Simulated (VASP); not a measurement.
Write the native input for VASP 6.6.1 that does the following.

```
Task                   : relaxation of cell and atoms
Functional             : PBEsol
Potentials or basis    : VASP PAW PBE potentials, release 64 (Y_sv)
Cutoff                 : 600 eV
k mesh                 : 16 × 16 × 16
Occupations            : gaussian, width 0.1 eV
Spin                   : no spin polarisation
Target pressure        : 30 GPa
Dipole correction      : no
Further INCAR settings : ALGO = Normal; EDIFF = 1e-06; IBRION = 2; EDIFFG = -0.008; NSW = 70; ISIF = 3
```

The structure of Y lies in POSCAR:

```
Y
1.0
    0.0000000000      2.2342327702      2.2342327702
    2.2342327702      0.0000000000      2.2342327702
    2.2342327702      2.2342327702      0.0000000000
Y
1
Direct
    0.0000000000      0.0000000000      0.0000000000
```

This isn't the form of Y at room conditions, which is hcp.

These files were run (other wordings do the same):

INCAR

```
SYSTEM = Y
PREC = Accurate
ENCUT = 600
EDIFF = 1E-6
ISMEAR = 0
SIGMA = 0.1
LREAL = .False.
LASPH = .True.
NELM = 80
ALGO = Normal
ISIF = 3
LWAVE = .False.
LCHARG = .False.
GGA = PS
IBRION = 2
NSW = 70
EDIFFG = -0.008
PSTRESS = 300.0
```

KPOINTS

```
Automatic mesh
0
Gamma
  16 16 16
  0 0 0
```

Potentials or basis: VASP PAW PBE potentials, release 64 (Y_sv).

The run is started by

```console
$ cat potpaw_PBE.64/Y_sv/POTCAR > POTCAR
$ mpirun -np 1 vasp_std > vasp.out
```

It gave:

```yaml
Relaxed_volume: 20.74 Å³/atom
Relaxed_cell: a = 3.084 Å, b = 3.084 Å, c = 3.084 Å, α = 60.00°, β = 60.00°, γ = 60.00°
Space_group_after_relaxing_to_0.1_Å: Fm-3m (No. 225)
Energy_change_on_relaxing_the_run_minimises_the_enthalpy: +252.5 meV/atom
Ionic_steps: 6
Pressure_after_relaxing: 30.0 GPa
Band_gap_on_the_k_mesh: zero (an odd number of electrons rules out a gap without spin polarisation)
```

Caveat: the cell is relaxed towards a set pressure, so the run minimises the enthalpy, not the energy; the PAW data sets were made with another functional, which shifts forces and pressure a little.

Run time: 85 s on 1 thread of Intel(R) Xeon(R) 6975P-C (Granite Rapids), with other jobs on the host, peak memory 0.23 GiB.
